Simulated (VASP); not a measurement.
# LiNbO3 (R3c) in VASP: further runs

LiNbO3 is run at these levels: PBEsol; tasks: single point, relaxation of cell and atoms.

Program: VASP 6.6.1. These are calculated values, not measurements. Logs are shortened: lines on timing, memory, paths and dates and some standing lists are left out, and cuts for length are marked.

### 1 The cell of the first run

It takes space group R3c (No. 161, trigonal). Conventional cell: a = 5.134 Å, b = 5.134 Å, c = 13.825 Å, α = 90.00°, β = 90.00°, γ = 120.00°. Li (site symmetry 3) has 6 O at 2.05 to 2.24 Å within 2.7 Å. Nb (site symmetry 3) has 6 O at 1.88 to 2.12 Å within 2.5 Å. O (site symmetry 1) has 2 Nb at 1.88 to 2.12 Å and 2 Li at 2.05 to 2.24 Å within 2.5 Å.

### 2 Single point, PBEsol

File INCAR:

```
SYSTEM = LiNbO3
  PREC = Accurate
  ENCUT = 520
  EDIFF = 1E-7
  ISMEAR = 0
  SIGMA = 0.01
  LREAL = .FALSE.
  LASPH = .TRUE.
  NELM = 100
  ALGO = Normal
  ISIF = 2
  LWAVE = .FALSE.
  LCHARG = .FALSE.
  GGA = PS
  NBANDS = 45
```

File KPOINTS:

```
regular mesh
0
G
  4 4 4
  0 0 0
```

File POSCAR:

```
LiNbO3
1.0
    2.5672486318      1.4822016886      4.6084677895
   -2.5672486318      1.4822016886      4.6084677895
    0.0000000000     -2.9644033772      4.6084677895
Li Nb O
2 2 6
Direct
    0.3016059607      0.3016059607      0.3016059607
    0.8016059607      0.8016059607      0.8016059607
    0.0192230768      0.0192230768      0.0192230768
    0.5192230768      0.5192230768      0.5192230768
    0.1301538012      0.3807975982      0.7394195632
    0.7394195632      0.1301538012      0.3807975982
    0.3807975982      0.7394195632      0.1301538012
    0.2394195632      0.8807975982      0.6301538012
    0.8807975982      0.6301538012      0.2394195632
    0.6301538012      0.2394195632      0.8807975982
```

Potentials or basis: VASP PAW PBE potentials, release 64 (Li_sv, Nb_sv, O).

Run with:

```sh
> cat potpaw_PBE.64/Li_sv/POTCAR potpaw_PBE.64/Nb_sv/POTCAR potpaw_PBE.64/O/POTCAR > POTCAR
> mpirun -np 1 vasp_std > vasp.out
```

OUTCAR:

```text
SYSTEM = LiNbO3
   PREC = Accurate
   ENCUT = 520
   EDIFF = 1E-7
   ISMEAR = 0
   LREAL = .FALSE.
   LASPH = .TRUE.
   NELM = 100
   ISIF = 2
   GGA = PS

 ion  position               nearest neighbor table
   1  0.302  0.302  0.302-   8 2.05  10 2.05   9 2.05   5 2.24   7 2.24   6 2.24
   2  0.802  0.802  0.802-   7 2.05   6 2.05   5 2.05   9 2.24   8 2.24  10 2.24
   3  0.019  0.019  0.019-   5 1.88   6 1.88   7 1.88   9 2.12   8 2.12  10 2.12
   4  0.519  0.519  0.519-   9 1.88  10 1.88   8 1.88   5 2.12   7 2.12   6 2.12
   5  0.130  0.381  0.739-   3 1.88   2 2.05   4 2.12   1 2.24
   6  0.739  0.130  0.381-   3 1.88   2 2.05   4 2.12   1 2.24
   7  0.381  0.739  0.130-   3 1.88   2 2.05   4 2.12   1 2.24
   8  0.239  0.881  0.630-   4 1.88   1 2.05   3 2.12   2 2.24
   9  0.881  0.630  0.239-   4 1.88   1 2.05   3 2.12   2 2.24
  10  0.630  0.239  0.881-   4 1.88   1 2.05   3 2.12   2 2.24

  LATTYP: Found a trigonal (rhomboedric) cell.
 ALAT       =     5.4795677521
 COS(alpha) =     0.5609911700

  Lattice vectors:

 A1 = (   2.5672486318,   1.4822016886,   4.6084677895)
 A2 = (  -2.5672486318,   1.4822016886,   4.6084677895)
 A3 = (   0.0000000000,  -2.9644033772,   4.6084677895)

Analysis of symmetry for initial positions (statically):
=====================================================================
 Subroutine PRICEL returns:
 Original cell was already a primitive cell.

 Routine SETGRP: Setting up the symmetry group for a
 trigonal (rhombohedral) supercell.

 Subroutine GETGRP returns: Found  6 space group operations
 (whereof  3 operations were pure point group operations)
 out of a pool of 12 trial point group operations.

The static configuration has the point symmetry C_3 .
 The point group associated with its full space group is C_3v.

Analysis of symmetry for dynamics (positions and initial velocities):
=====================================================================
 Subroutine PRICEL returns:
 Original cell was already a primitive cell.

 Routine SETGRP: Setting up the symmetry group for a
 trigonal (rhombohedral) supercell.

 Subroutine GETGRP returns: Found  6 space group operations
 (whereof  3 operations were pure point group operations)
 out of a pool of 12 trial point group operations.

The dynamic configuration has the point symmetry C_3 .
 The point group associated with its full space group is C_3v.

 Subroutine INISYM returns: Found  6 space group operations
 (whereof  3 operations are pure point group operations),
 and found     1 'primitive' translations

----------------------------------------------------------------------------------------

                                     Primitive cell

  volume of cell :     105.2163

  direct lattice vectors                    reciprocal lattice vectors
     2.567248632  1.482201689  4.608467789     0.194761035  0.112445336  0.072330620
    -2.567248632  1.482201689  4.608467789    -0.194761035  0.112445336  0.072330620
     0.000000000 -2.964403377  4.608467789     0.000000000 -0.224890672  0.072330620

  length of vectors
     5.479567752  5.479567752  5.479567752     0.236236180  0.236236180  0.236236180

  position of ions in fractional coordinates (direct lattice)
     0.301605961  0.301605961  0.301605961
     0.801605961  0.801605961  0.801605961
     0.019223077  0.019223077  0.019223077
     0.519223077  0.519223077  0.519223077
     0.130153801  0.380797598  0.739419563
     0.739419563  0.130153801  0.380797598
     0.380797598  0.739419563  0.130153801
     0.239419563  0.880797598  0.630153801
     0.880797598  0.630153801  0.239419563
     0.630153801  0.239419563  0.880797598

  ion indices of the primitive-cell ions
   primitive index   ion index
                 1           1
                 2           2
                 3           3
                 4           4
                 5           5
                 6           6
                 7           7
                 8           8
                 9           9
                10          10

----------------------------------------------------------------------------------------

 KPOINTS: regular mesh

Automatic generation of k-mesh.
 Grid dimensions read from file:
 generate k-points for:    4    4    4

 Generating k-lattice:

  Cartesian coordinates                     Fractional coordinates (reciprocal lattice)
     0.048690259  0.028111334  0.018082655     0.250000000 -0.000000000  0.000000000
    -0.048690259  0.028111334  0.018082655    -0.000000000  0.250000000  0.000000000
     0.000000000 -0.056222668  0.018082655     0.000000000  0.000000000  0.250000000

  Length of vectors
     0.059059045  0.059059045  0.059059045

  Shift w.r.t. Gamma in fractional coordinates (k-lattice)
     0.000000000  0.000000000  0.000000000

 Subroutine IBZKPT returns following result:
 ===========================================

 Found     13 irreducible k-points:

 Following reciprocal coordinates:
            Coordinates               Weight
  0.000000  0.000000  0.000000      1.000000
  0.250000 -0.000000  0.000000      6.000000
  0.500000 -0.000000  0.000000      3.000000
  0.250000  0.250000  0.000000      6.000000
  0.500000  0.250000  0.000000     12.000000
 -0.250000  0.250000  0.000000      6.000000
  0.500000  0.500000  0.000000      3.000000
  0.250000  0.250000  0.250000      2.000000
  0.500000  0.250000  0.250000      6.000000
 -0.250000  0.250000  0.250000      6.000000
  0.500000  0.500000  0.250000      6.000000
 -0.250000  0.500000  0.250000      6.000000
  0.500000  0.500000  0.500000      1.000000
   k-points           NKPTS =     13   k-points in BZ     NKDIM =     13   number of bands    NBANDS=     45
   number of dos      NEDOS =    301   number of ions     NIONS =     10
   total plane-waves  NPLWV =  74088
   dimension x,y,z NGX =    42 NGY =   42 NGZ =   42
   dimension x,y,z NGXF=    84 NGYF=   84 NGZF=   84
   ions per type =               2   2   6
   NGX,Y,Z   is equivalent  to a cutoff of  12.74, 12.74, 12.74 a.u.
   NGXF,Y,Z  is equivalent  to a cutoff of  25.48, 25.48, 25.48 a.u.
 SYSTEM =  LiNbO3
   PREC   = accura    normal or accurate (medium, high low for compatibility)
   ISTART =      0    job   : 0-new  1-cont  2-samecut
   ICHARG =      2    charge: 1-file 2-atom 10-const
   ISPIN  =      1    spin polarized calculation?
   LNONCOLLINEAR =      F non collinear calculations
   LSORBIT =      F    spin-orbit coupling
   LASPH  =      T    aspherical Exc in radial PAW
   ENCUT  =  520.0 eV  38.22 Ry    6.18 a.u.  10.19 10.19 10.19*2*pi/ulx,y,z
   NELM   =    100;   NELMIN=  2; NELMDL= -5     # of ELM steps
   EDIFF  = 0.1E-06   stopping-criterion for ELM
   LREAL  =      F    real-space projection
   EDIFFG = 0.1E-05   stopping-criterion for IOM
   NSW    =      0    number of steps for IOM
   IBRION =     -1    ionic relax: 0-MD 1-quasi-New 2-CG
   NFREE  =      0    steps in history (QN), initial steepest desc. (CG)
   ISIF   =      2    stress and relaxation
   ISYM   =      2    0-nonsym 1-usesym 2-fastsym
   POTIM  = 0.5000    time-step for ionic-motion
   TEBEG  =    0.0;   TEEND  =   0.0 temperature during run
   PSTRESS=    0.0 pullay stress
   NELECT =      68.0000    total number of electrons
   NUPDOWN=      -1.0000    fix difference up-down
   EMIN   =  10.00;   EMAX   =-10.00  energy-range for DOS
   EFERMI =   0.00;   METHOD = LEGACY
   ISMEAR =     0;   SIGMA  =   0.01  broadening in eV -4-tet -1-fermi 0-gaus
   EFERMI_NEDOS =   21; number of points for ismear=-14 and -15
   IALGO  =     38    algorithm
   IMIX   =      4    mixing-type and parameters
     AMIX     =   0.40;   BMIX     =  1.00
     AMIX_MAG =   1.60;   BMIX_MAG =  1.00
  volume/ion in A,a.u.               =      10.52        71.00
  Fermi-wavevector in a.u.,A,eV,Ry     =   1.415414  2.674744 27.257864  2.003396
  Thomas-Fermi vector in A             =   2.536855
   LORBIT       =      0    0 simple, 1 ext, 2 COOP (PROOUT), +10 PAW based schemes
   GGA     = PS    functional components
   LHFCALC =     F    Hartree Fock is set to
   AEXX    =    0.0000 exact exchange contribution
   IVDW    =     0    specifies the selected vdW correction
   LEPSILON=     F    determine dielectric tensor
   LRPA    =     F    only Hartree local field effects (RPA)
 non-spin polarized calculation
 Gauss-broadening in eV      SIGMA  =   0.01
  energy-cutoff  :      520.00
  volume of cell :      105.22
 maximum number of plane-waves:      2852
 NGX is ok and might be reduce to    42
   NGX = 21   NGY = 21   NGZ = 21

 number of electron      68.0000024 magnetization

 Free energy of the ion-electron system (eV)
  ---------------------------------------------------
  ext. energy  EPLUGINS =         0.00000000
  ---------------------------------------------------
  free energy    TOTEN  =       -83.44661712 eV

  energy without entropy =      -83.44661712  energy(sigma->0) =      -83.44661712

 E-fermi :   3.6094     XC(G=0): -11.1010

 val. band max:        3.5162475043   @ k =   0.0000   0.0000   0.0000
 cond. band min:       7.0398542029   @ k =   0.0000   0.0000   0.0000
 fundamental gap:      3.5236066986
 Fermi energy:         3.6093647145

 k-point     1 :       0.0000    0.0000    0.0000
  band No.  band energies     occupation
      1     -50.5081      2.00000
      2     -50.4917      2.00000
      3     -38.2911      2.00000
      4     -38.2883      2.00000
      5     -26.8658      2.00000
      6     -26.8658      2.00000
[... 37 lines left out ...]
     44      13.6016      0.00000
     45      13.6367      0.00000

 k-point     2 :       0.2500   -0.0000    0.0000
  band No.  band energies     occupation
      1     -50.5057      2.00000
      2     -50.4941      2.00000
      3     -38.2908      2.00000
      4     -38.2887      2.00000
      5     -26.8453      2.00000
      6     -26.8425      2.00000
[... 520 lines left out ...]
 k-point    13 :       0.5000    0.5000    0.5000
  band No.  band energies     occupation
      1     -50.4999      2.00000
      2     -50.4999      2.00000
      3     -38.2898      2.00000
      4     -38.2898      2.00000
      5     -26.7836      2.00000
      6     -26.7836      2.00000
[... 37 lines left out ...]
     44      12.6100      0.00000
     45      12.6322      0.00000

------------------------ aborting loop because EDIFF is reached ----------------------------------------

  FORCE on cell =-STRESS in cart. coord.  units (eV):
  Direction    XX          YY          ZZ          XY          YZ          ZX
  --------------------------------------------------------------------------------------
  -------------------------------------------------------------------------------------
  Total       -0.1507580     -0.1507580     -0.1767390      0.0000000     -0.0000000      0.0000000
  in kB       -2.2956619     -2.2956619     -2.6912865      0.0000000     -0.0000000      0.0000000
  external PRESSURE =      -2.4275368 kB  Pullay stress =       0.0000000 kB

 VOLUME and BASIS-vectors are now :
 -----------------------------------------------------------------------------
  energy-cutoff  :      520.00
  volume of cell :      105.22
      direct lattice vectors                 reciprocal lattice vectors
     2.567248632  1.482201689  4.608467789     0.194761035  0.112445336  0.072330620
    -2.567248632  1.482201689  4.608467789    -0.194761035  0.112445336  0.072330620
     0.000000000 -2.964403377  4.608467789     0.000000000 -0.224890672  0.072330620

 POSITION                                       TOTAL-FORCE (eV/Angst)
 -----------------------------------------------------------------------------------
      0.00000      0.00000      4.16982         0.000000      0.000000      0.002286
      0.00000      0.00000     11.08253         0.000000      0.000000      0.002286
      0.00000      0.00000      0.26577         0.000000      0.000000     -0.036299
      0.00000      0.00000      7.17847         0.000000      0.000000     -0.036299
     -0.64346     -1.43460      5.76229         0.011014      0.006895      0.011338
      1.56414      0.16005      5.76229        -0.011478      0.006091      0.011338
     -0.92067      1.27456      5.76229         0.000464     -0.012986      0.011338
     -1.64658     -0.20764      8.06653        -0.000464     -0.012986      0.011338
      0.64346      1.52980      8.06653        -0.011014      0.006895      0.011338
      1.00311     -1.32216      8.06653         0.011478      0.006091      0.011338
 -----------------------------------------------------------------------------------
    total drift:                                0.000000      0.000001     -0.000253

  FREE ENERGIE OF THE ION-ELECTRON SYSTEM (eV)
  ---------------------------------------------------
  free  energy   TOTEN  =       -83.4466171167 eV

  energy  without entropy=      -83.4466171167  energy(sigma->0) =      -83.44661712
```

Wall time 3.8 min (1 thread of Intel Xeon 8259CL, shared host); peak memory 0.27 GiB.

What came out:

| Property | Result |
| --- | --- |
| Free energy | -83.4466 eV |
| Largest force | 0.036 eV/Å |
| Band gap on the k mesh | 3.52 eV |

Forces in eV/Å, atoms in the order of the input:
```
Li   0.000  0.000  0.002
Li   0.000  0.000  0.002
Nb   0.000  0.000 -0.036
Nb   0.000  0.000 -0.036
O    0.011  0.007  0.011
O   -0.011  0.006  0.011
O    0.000 -0.013  0.011
O    0.000 -0.013  0.011
O   -0.011  0.007  0.011
O    0.011  0.006  0.011
```

Caveat: the cutoff is under 1.25 times the usual one of these potentials, so pressure, stress and relaxed cells hold a basis-set (Pulay) error; the PAW data sets were made with another functional, which shifts forces and pressure a little.

### 3 Relaxation of cell and atoms, PBEsol

This run uses another cell than the first one, of 10.62 Å³/atom.

File INCAR:

```
  ALGO = Normal
  EDIFF = 1E-6
  EDIFFG = -0.002
  ENCUT = 600
  GGA = PS
  IBRION = 2
  ISIF = 3
  ISMEAR = 0
  LASPH = T
  LCHARG = F
  LREAL = F
  LWAVE = F
  NELM = 80
  NSW = 80
  PREC = Accurate
  SIGMA = 0.01
```

File KPOINTS:

```
k-points
0
Gamma
  4 4 4
```

File POSCAR:

```
LiNbO3
1.0
    2.5756485575      1.4870513880      4.6218000000
   -2.5756485575      1.4870513880      4.6218000000
    0.0000000000     -2.9741027760      4.6218000000
Li Nb O
2 2 6
Direct
    0.3021000000      0.3021000000      0.3021000000
    0.8021000000      0.8021000000      0.8021000000
    0.0192000000      0.0192000000      0.0192000000
    0.5192000000      0.5192000000      0.5192000000
    0.1311000000      0.3783000000      0.7405000000
    0.7405000000      0.1311000000      0.3783000000
    0.3783000000      0.7405000000      0.1311000000
    0.2405000000      0.8783000000      0.6311000000
    0.8783000000      0.6311000000      0.2405000000
    0.6311000000      0.2405000000      0.8783000000
```

Potentials or basis: VASP PAW PBE potentials, release 64 (Li_sv, Nb_sv, O).

Run with:

```sh
> cat potpaw_PBE.64/Li_sv/POTCAR potpaw_PBE.64/Nb_sv/POTCAR potpaw_PBE.64/O/POTCAR > POTCAR
> mpirun -np 1 vasp_std > vasp.out
```

It took 25 min on 1 thread of Intel Xeon 8259CL, shared host; peak memory 0.36 GiB.

It converged, with:

| Item | Value |
| --- | --- |
| Free energy | -83.4657 eV |
| Relaxed volume | 10.49 Å³/atom |
| Relaxed cell | a = 5.473 Å, b = 5.473 Å, c = 5.473 Å, α = 55.87°, β = 55.87°, γ = 55.87° |
| Space group after relaxing (to 0.1 Å) | R3c (No. 161) |
| Energy gained by relaxing | 0.7 meV/atom |
| Ionic steps | 16 |
| Pressure after relaxing | 0.0 GPa |
| Band gap on the k mesh | 3.51 eV |

The path:
```
step  energy change (eV)  largest force (eV/Å)  pressure (GPa)  volume (Å³)
   1              0.0000                0.0779           -1.25       106.21
   2             -0.0041                0.1324            0.89       104.94
   3             -0.0046                0.1155            0.35       105.26
   4             -0.0063                0.0586           -0.15       105.06
   5             -0.0065                0.0312           -0.02       105.11
   6             -0.0068                0.0244           -0.06       105.08
   7             -0.0072                0.0066           -0.15       105.00
   8             -0.0073                0.0076           -0.18       104.98
   9             -0.0071                0.0324            0.36       104.70
  10             -0.0073                0.0145            0.02       104.87
  11             -0.0074                0.0027            0.01       104.85
  12             -0.0074                0.0037            0.01       104.84
  13             -0.0074                0.0042            0.00       104.84
  14             -0.0074                0.0018            0.03       104.84
  15             -0.0074                0.0015            0.03       104.84
  16             -0.0074                0.0016           -0.01       104.86
```

Final structure:
```
Li Nb O
1.0
     2.56432    1.48051    4.60328
    -2.56432    1.48051    4.60328
     0.00000   -2.96102    4.60328
Li Nb O
2 2 6
Direct
  0.30165 0.30165 0.30165
  0.80165 0.80165 0.80165
  0.01896 0.01896 0.01896
  0.51896 0.51896 0.51896
  0.13007 0.38118 0.73933
  0.73933 0.13007 0.38118
  0.38118 0.73933 0.13007
  0.23933 0.88118 0.63007
  0.88118 0.63007 0.23933
  0.63007 0.23933 0.88118
```

Levels at points of the mesh, in eV from the valence-band top:
| k point | band 30 | band 31 | band 32 | band 33 | band 34 | band 35 | band 36 | band 37 | band 38 | band 39 |
| --- | --- | --- | --- | --- | --- | --- | --- | --- | --- | --- |
| (0.00, 0.00, 0.00) | -0.65 | -0.65 | -0.49 | 0.00 | 0.00 | 3.51 | 3.51 | 3.96 | 5.15 | 5.15 |
| (0.50, 0.00, 0.00) | -0.43 | -0.28 | -0.28 | -0.20 | -0.20 | 3.89 | 3.89 | 4.72 | 4.72 | 4.93 |
| (0.50, 0.50, 0.00) | -0.95 | -0.68 | -0.66 | -0.45 | -0.19 | 3.59 | 4.10 | 4.61 | 4.62 | 5.28 |
| (0.50, 0.50, 0.50) | -0.63 | -0.30 | -0.30 | -0.30 | -0.30 | 4.64 | 4.64 | 4.85 | 4.85 | 4.85 |

Caveat: the cutoff is under 1.25 times the usual one of these potentials, so pressure, stress and relaxed cells hold a basis-set (Pulay) error; the PAW data sets were made with another functional, which shifts forces and pressure a little.
